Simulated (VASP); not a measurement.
# Ta3N (P-3m1) in VASP: a series of runs, part 2 of 2

VASP 6.6.1.

### 3 Single point, PBEsol (strain -0.040 along x and y, -0.040 along z)

File INCAR:

```
SYSTEM = Ta3N
PREC = Accurate
ENCUT = 520
EDIFF = 1E-7
ISMEAR = 0
SIGMA = 0.15
LREAL = .False.
LASPH = .True.
NELM = 60
ALGO = Normal
ISIF = 2
LWAVE = .False.
LCHARG = .True.
GGA = PS
LELF = .True.
LVHAR = .True.
NBANDS = 27
```

File KPOINTS:

```
Automatic mesh
0
Gamma
  18 18 8
  0 0 0
```

File POSCAR:

```
Ta3N
1.0
    2.8804844010      0.0000000000      0.0000000000
   -1.4402422005      2.4945726665      0.0000000000
    0.0000000000      0.0000000000      7.1519281125
Ta N
3 1
Direct
    0.0000000000      0.0000000000      0.5000000000
    0.3333333333      0.6666666667      0.1725859884
    0.6666666667      0.3333333333      0.8274140116
    0.0000000000      0.0000000000      0.0000000000
```

Potentials or basis: VASP PAW PBE potentials, release 64 (Ta_pv, N).

Launch:

```console
$ cat potpaw_PBE.64/Ta_pv/POTCAR potpaw_PBE.64/N/POTCAR > POTCAR
$ mpirun -np 1 vasp_std > vasp.out
```

OUTCAR:

```text
SYSTEM = Ta3N
   PREC = Accurate
   ENCUT = 520
   EDIFF = 1E-7
   ISMEAR = 0
   LREAL = .False.
   LASPH = .True.
   NELM = 60
   ISIF = 2
   GGA = PS

 ion  position               nearest neighbor table
   1  0.000  0.000  0.500-   2 2.87   3 2.87   3 2.87   2 2.87   3 2.87   2 2.87
   2  0.333  0.667  0.173-   4 2.07   4 2.07   4 2.07   1 2.87   1 2.87   1 2.87   3 2.98   3 2.98
                             3 2.98
   3  0.667  0.333  0.827-   4 2.07   4 2.07   4 2.07   1 2.87   1 2.87   1 2.87   2 2.98   2 2.98
                             2 2.98
   4  0.000  0.000  0.000-   2 2.07   3 2.07   3 2.07   2 2.07   3 2.07   2 2.07

  LATTYP: Found a hexagonal cell.
 ALAT       =     2.8804844010
 C/A-ratio  =     2.4828907631

  Lattice vectors:

 A1 = (   2.8804844010,   0.0000000000,   0.0000000000)
 A2 = (  -1.4402422005,   2.4945726665,   0.0000000000)
 A3 = (   0.0000000000,   0.0000000000,   7.1519281125)

Analysis of symmetry for initial positions (statically):
=====================================================================
 Subroutine PRICEL returns:
 Original cell was already a primitive cell.

 Routine SETGRP: Setting up the symmetry group for a
 hexagonal supercell.

 Subroutine GETGRP returns: Found 12 space group operations
 (whereof 12 operations were pure point group operations)
 out of a pool of 24 trial point group operations.

The static configuration has the point symmetry D_3d.

Analysis of symmetry for dynamics (positions and initial velocities):
=====================================================================
 Subroutine PRICEL returns:
 Original cell was already a primitive cell.

 Routine SETGRP: Setting up the symmetry group for a
 hexagonal supercell.

 Subroutine GETGRP returns: Found 12 space group operations
 (whereof 12 operations were pure point group operations)
 out of a pool of 24 trial point group operations.

The dynamic configuration has the point symmetry D_3d.

 Subroutine INISYM returns: Found 12 space group operations
 (whereof 12 operations are pure point group operations),
 and found     1 'primitive' translations
[... 121 lines left out ...]
  Fermi-wavevector in a.u.,A,eV,Ry     =   1.480384  2.797520 29.817673  2.191537
  Thomas-Fermi vector in A             =   2.594425
   LORBIT       =      0    0 simple, 1 ext, 2 COOP (PROOUT), +10 PAW based schemes
   GGA     = PS    functional components
   LHFCALC =     F    Hartree Fock is set to
   AEXX    =    0.0000 exact exchange contribution
   IVDW    =     0    specifies the selected vdW correction
   LEPSILON=     F    determine dielectric tensor
   LRPA    =     F    only Hartree local field effects (RPA)
 non-spin polarized calculation
 Gauss-broadening in eV      SIGMA  =   0.15
  energy-cutoff  :      520.00
  volume of cell :       51.39
 maximum number of plane-waves:      1407
 NGX is ok and might be reduce to    24
   NGX = 11   NGY = 11   NGZ = 27

 number of electron      37.9999997 magnetization

 Free energy of the ion-electron system (eV)
  ---------------------------------------------------
  ext. energy  EPLUGINS =         0.00000000
  ---------------------------------------------------
  free energy    TOTEN  =       -47.61728142 eV

  energy without entropy =      -47.58550719  energy(sigma->0) =      -47.60139430

 E-fermi :   7.9080     XC(G=0): -13.6220

 val. band max:        7.9024726278   @ k =   0.3333   0.2778   0.2500
 cond. band min:       7.9110830385   @ k =   0.1667  -0.0000   0.1250
 fundamental gap:      0.0086104107
 Fermi energy:         7.9080154268

 k-point     1 :       0.0000    0.0000    0.0000
  band No.  band energies     occupation
      1     -27.2861      2.00000
      2     -26.7714      2.00000
      3     -26.1365      2.00000
      4     -26.1365      2.00000
      5     -26.0874      2.00000
      6     -26.0874      2.00000
[... 709 lines left out ...]
     26      13.7932      0.00000
     27      14.2188      0.00000

 [... further k-points ...]

------------------------ aborting loop because EDIFF is reached ----------------------------------------

  FORCE on cell =-STRESS in cart. coord.  units (eV):
  Direction    XX          YY          ZZ          XY          YZ          ZX
  --------------------------------------------------------------------------------------
  -------------------------------------------------------------------------------------
  Total       13.5616686     13.5616686     13.9364130      0.0000000      0.0000000      0.0000000
  in kB      422.8037990    422.8037990    434.4869760      0.0000000      0.0000000      0.0000000
  external PRESSURE =     426.6981913 kB  Pullay stress =       0.0000000 kB

 VOLUME and BASIS-vectors are now :
 -----------------------------------------------------------------------------
  energy-cutoff  :      520.00
  volume of cell :       51.39
      direct lattice vectors                 reciprocal lattice vectors
     2.880484401  0.000000000  0.000000000     0.347163831  0.200435131  0.000000000
    -1.440242200  2.494572666  0.000000000     0.000000000  0.400870263  0.000000000
     0.000000000  0.000000000  7.151928113     0.000000000  0.000000000  0.139822434

 POSITION                                       TOTAL-FORCE (eV/Angst)
 -----------------------------------------------------------------------------------
      0.00000      0.00000      3.57596         0.000000      0.000000      0.000000
     -0.00000      1.66305      1.23432         0.000000     -0.000000      1.250165
      1.44024      0.83152      5.91761        -0.000000      0.000000     -1.250165
      0.00000      0.00000      0.00000         0.000000      0.000000      0.000000
 -----------------------------------------------------------------------------------
    total drift:                                0.000000     -0.000000     -0.000000

  FREE ENERGIE OF THE ION-ELECTRON SYSTEM (eV)
  ---------------------------------------------------
  free  energy   TOTEN  =       -47.6172814182 eV

  energy  without entropy=      -47.5855071913  energy(sigma->0) =      -47.60139430
```

OSZICAR:

```text
N       E                     dE             d eps       ncg     rms          rms(c)
DAV:   1     0.343757973915E+03    0.34376E+03   -0.21278E+04 14364   0.151E+03
DAV:   2    -0.348898955809E+02   -0.37865E+03   -0.36981E+03 16139   0.441E+02
DAV:   3    -0.509119084796E+02   -0.16022E+02   -0.15716E+02 18173   0.846E+01
DAV:   4    -0.511379243039E+02   -0.22602E+00   -0.22480E+00 17604   0.966E+00
DAV:   5    -0.511403712431E+02   -0.24469E-02   -0.24445E-02 18229   0.918E-01    0.395E+01
DAV:   6    -0.480217442150E+02    0.31186E+01   -0.12426E+01 18503   0.220E+01    0.194E+01
DAV:   7    -0.477203469478E+02    0.30140E+00   -0.21792E+00 17637   0.888E+00    0.699E+00
DAV:   8    -0.477306962262E+02   -0.10349E-01   -0.21342E+00 18493   0.671E+00    0.197E+00
DAV:   9    -0.476188096762E+02    0.11189E+00   -0.78425E-01 18275   0.650E+00    0.590E-01
DAV:  10    -0.476174482439E+02    0.13614E-02   -0.22603E-02 17149   0.929E-01    0.165E-01
DAV:  11    -0.476172866041E+02    0.16164E-03   -0.12457E-03 18897   0.274E-01    0.685E-02
DAV:  12    -0.476172851939E+02    0.14102E-05   -0.14712E-04 18092   0.890E-02    0.217E-02
DAV:  13    -0.476172818235E+02    0.33704E-05   -0.19790E-05 19155   0.293E-02    0.805E-03
DAV:  14    -0.476172815400E+02    0.28349E-06   -0.33315E-06 18032   0.103E-02    0.154E-03
DAV:  15    -0.476172814134E+02    0.12659E-06   -0.27148E-07 13345   0.348E-03    0.367E-04
DAV:  16    -0.476172814182E+02   -0.48349E-08   -0.21147E-08  9345   0.946E-04
   1 F= -.47617281E+02 E0= -.47601394E+02  d E =-.317742E-01
```

stdout:

```text
POSCAR found type information on POSCAR TaN
 POSCAR found :  2 types and       4 ions
 scaLAPACK will be used
 -----------------------------------------------------------------------------
|                                                                             |
|                                                                             |
|     You enforced a specific xc type in the INCAR file but a different       |
|     I HOPE YOU KNOW WHAT YOU ARE DOING!                                     |
|                                                                             |
 -----------------------------------------------------------------------------

 LDA part: xc-table for (Slater+PW92), standard interpolation
 POSCAR, INCAR and KPOINTS ok, starting setup
 FFT: planning ... GRIDC
 FFT: planning ... GRID_SOFT
 FFT: planning ... GRID
 WAVECAR not read
 entering main loop
```

Wall time 4 min (1 thread of Intel Xeon Platinum 8488C (Sapphire Rapids), shared host); peak memory 0.41 GiB.

Results:

* Free energy: -47.6173 eV
* Pressure: 42.7 GPa
* Largest force: 1.250 eV/Å
* Band gap on the k mesh: zero (bands 19 and 20 overlap by 1.20 eV)

Forces on the atoms (eV/Å):
```
Ta   0.000  0.000  0.000
Ta   0.000  0.000  1.250
Ta   0.000  0.000 -1.250
N    0.000  0.000  0.000
```

Caveat: the cell differs from its parent crystal (strain -0.040 along x and y, -0.040 along z); the cell stands under pressure; the PAW data sets were made with another functional, which shifts forces and pressure a little; spin-orbit coupling is left out, which moves the levels of the heavy elements.

### 4 Single point, PBEsol (strain -0.080 along x and y, +0.080 along z)

File INCAR:

```
SYSTEM = Ta3N
PREC = Accurate
ENCUT = 520
EDIFF = 1E-6
ISMEAR = 0
SIGMA = 0.15
LREAL = .FALSE.
LASPH = .TRUE.
NELM = 100
ALGO = Normal
ISIF = 2
LWAVE = .FALSE.
LCHARG = .TRUE.
GGA = PS
LELF = .TRUE.
LVHAR = .TRUE.
NBANDS = 27
```

File KPOINTS:

```
regular mesh
0
G
  18 18 8
  0 0 0
```

File POSCAR:

```
Ta3N
1.0
    2.7604642176      0.0000000000      0.0000000000
   -1.3802321088      2.3906321387      0.0000000000
    0.0000000000      0.0000000000      8.0459191266
Ta N
3 1
Direct
    0.0000000000      0.0000000000      0.5000000000
    0.3333333333      0.6666666667      0.1725859884
    0.6666666667      0.3333333333      0.8274140116
    0.0000000000      0.0000000000      0.0000000000
```

Launch:

```console
$ cat potpaw_PBE.64/Ta_pv/POTCAR potpaw_PBE.64/N/POTCAR > POTCAR
$ mpirun -np 1 vasp_std > vasp.out
```

It took 3.4 min on 1 thread of Intel Xeon Platinum 8488C (Sapphire Rapids), shared host; peak memory 0.42 GiB.

The run converged. Its results:

```yaml
Free_energy: -47.4122 eV
Pressure: 31.4 GPa
Largest_force: 1.604 eV/Å
Band_gap_on_the_k_mesh: zero (bands 19 and 20 overlap by 1.03 eV)
```

Forces on the atoms (eV/Å):
```
Ta   0.000  0.000  0.000
Ta   0.000  0.000  1.604
Ta   0.000  0.000 -1.604
N    0.000  0.000  0.000
```

Stress tensor (GPa, compression positive):
```
44.41  0.00  0.00
 0.00 44.41  0.00
 0.00  0.00  5.43
```

Levels at points of the mesh, in eV from the Fermi level:
```csv
k point,band 16,band 17,band 18,band 19,band 20,band 21,band 22,band 23
"(0.00, 0.00, 0.00)",-1.86,-1.70,0.14,0.14,0.30,0.97,0.97,2.25
"(0.50, 0.00, 0.00)",-3.37,-1.36,-0.80,0.20,1.79,2.00,4.01,5.02
"(0.00, 0.00, 0.50)",-2.12,-1.72,0.20,0.20,0.40,1.02,1.02,2.08
"(0.50, 0.00, 0.50)",-3.25,-1.66,-0.73,0.39,0.71,2.78,3.25,5.16
```

Caveat: the cell differs from its parent crystal (strain -0.080 along x and y, +0.080 along z); the stress differs along the axes, from 5 to 44 GPa; the PAW data sets were made with another functional, which shifts forces and pressure a little; spin-orbit coupling is left out, which moves the levels of the heavy elements.

### 5 Summary

```csv
cell,gap on the mesh (eV),pressure (GPa),largest force (eV/Å)
"a = 2.760, b = 2.760, c = 7.748 Å, angles 90.0, 90.0, 120.0°, 4 atoms",none,45.6,2.22
"a = 2.880, b = 2.880, c = 7.152 Å, angles 90.0, 90.0, 120.0°, 4 atoms",none,42.7,1.25
"a = 2.760, b = 2.760, c = 8.046 Å, angles 90.0, 90.0, 120.0°, 4 atoms",none,31.4,1.60
```

Alike in all rows: task single point; level PBEsol; potentials or basis VASP PAW PBE potentials, release 64 (Ta_pv, N); no spin polarisation; k mesh 18 × 18 × 8; cutoff (eV) 520; smearing gaussian 0.15 eV.

Caveats: the PAW data sets were made with another functional, which shifts forces and pressure a little; spin-orbit coupling is left out, which moves the levels of the heavy elements; the stress differs along the axes, from 26 to 55 GPa (at least some runs); the cell stands under pressure (at least some runs); the stress differs along the axes, from 5 to 44 GPa (at least some runs).

Absolute energies hang on the potentials; compare differences alone.
